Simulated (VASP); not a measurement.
Runs of VASP 6.6.1 on Ag. The structure is that of space group Fm-3m (No. 225), or close to it. The cells are those of the table. 

```tsv
task	cell	k mesh	gap on the mesh (eV)	pressure (GPa)
single point	a = 2.886 Å, angles 60.0°, 1 atom	8 × 8 × 8	none	(a)
single point	a = 3.462 Å, angles 60.0°, 1 atom	6 × 6 × 6	none	-12.2
single point	a = 2.880 Å, angles 60.0°, 1 atom	18 × 18 × 18	none	-0.1
relaxation of cell and atoms	relaxed from a = 3.462 Å, angles 60.0°, 1 atom	8 × 8 × 8	none	0.0
```

Alike in all rows: level PBE+D3(BJ); potentials or basis VASP PAW PBE potentials, release 64 (Ag); no spin polarisation; cutoff (eV) 500; smearing gaussian 0.1 eV.

**Question.** Estimate the missing entries.

**Answer.** (a) -0.3.

Caveats: some runs use coarse meshes.

A k mesh can miss the band edges, and the runs leave out spin-orbit coupling on Ag.

A gap of «none» marks levels without a gap at the run's occupations.
